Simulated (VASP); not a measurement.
A run of VASP 6.6.1 is set up as follows.

The input POSCAR:

```
SnSe
1.0
    0.0000000000      3.3599283920      3.3599283920
    3.3599283920      0.0000000000      3.3599283920
    3.3599283920      3.3599283920      0.0000000000
Sn Se
1 1
Direct
    0.0000000000      0.0000000000      0.0000000000
    0.2500000000      0.2500000000      0.2500000000
```

Contents of INCAR.step1:

```
  PREC = Accurate
  ENCUT = 520
  ISMEAR = -1
  SIGMA = 0.1
  LREAL = F
  LASPH = T
  NELM = 60
  NBANDS = 17
  GGA = PE
  ALGO = Normal
  EDIFF = 1E-4
  LWAVE = T
  LCHARG = F
```

INCAR.step2

```
  PREC = Accurate
  ENCUT = 520
  EDIFF = 1E-6
  ISMEAR = -1
  SIGMA = 0.1
  LREAL = F
  LASPH = T
  NELM = 60
  ALGO = Normal
  ISIF = 2
  LWAVE = F
  LCHARG = F
  METAGGA = R2SCAN
  LMIXTAU = T
  NBANDS = 17
  ISTART = 1
```

File KPOINTS:

```
regular mesh
0
Gamma
  12 12 12
```

Potentials or basis: VASP PAW PBE potentials, release 64 (Sn_d, Se).

Launch:

```sh
$ cat potpaw_PBE.64/Sn_d/POTCAR potpaw_PBE.64/Se/POTCAR > POTCAR
$ cp INCAR.step1 INCAR
$ mpirun -np 1 vasp_std > vasp.out
$ cp INCAR.step2 INCAR
$ mpirun -np 1 vasp_std > vasp.out
```

Task: Estimate the pressure.

Result: 0.0 GPa.

Caveat: the PAW data sets were made with another functional, which shifts forces and pressure a little.
